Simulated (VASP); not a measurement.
Set up this calculation in VASP 6.6.1, as the native input.

- Task: single point
- Functional: PBE
- Potentials or basis: VASP PAW PBE potentials, release 64 (Li_sv)
- Cutoff: 520 eV
- k mesh: 6 × 6 × 4
- Occupations: gaussian, width 0.1 eV
- Spin: no spin polarisation
- Dipole correction: no
- Further INCAR settings: ALGO = Normal; EDIFF = 1e-07; NBANDS = 18

The structure of Li lies in POSCAR:

```
Li
1.0
    5.5770088900      0.0000000000      0.0000000000
   -2.7885044500      4.8298313800      0.0000000000
    0.0000000000      0.0000000000      4.9129789400
Li
6
Direct
    0.4518212000      0.0000000000      0.2500000000
    0.0000000000      0.4518212000      0.2500000000
    0.5481788000      0.5481788000      0.2500000000
    0.5481788000      0.0000000000      0.7500000000
    0.0000000000      0.5481788000      0.7500000000
    0.4518212000      0.4518212000      0.7500000000
```

The input as run:

INCAR

```
PREC = Accurate ; ENCUT = 520
EDIFF = 1E-7 ; ISMEAR = 0
SIGMA = 0.1 ; LREAL = F
LASPH = T ; NELM = 80
ALGO = Normal ; ISIF = 2
LWAVE = F ; LCHARG = F
GGA = PE ; NBANDS = 18
```

KPOINTS

```
regular mesh
0
Gamma
  6 6 4
```

Potentials or basis: VASP PAW PBE potentials, release 64 (Li_sv).

Launch:

```bash
$ cat potpaw_PBE.64/Li_sv/POTCAR > POTCAR
$ mpirun -np 1 vasp_std > vasp.out
```

Results of the run:

| Item | Value |
| --- | --- |
| Largest force | 0.403 eV/Å |
| Band gap on the k mesh | zero (band 9 reaches 1.38 eV, above the bottom of band 10 at -0.50 eV) |

Wall time 40 s on 1 thread of AMD EPYC 7R13 Processor (Zen 3), on a shared host, peak memory 0.21 GiB.
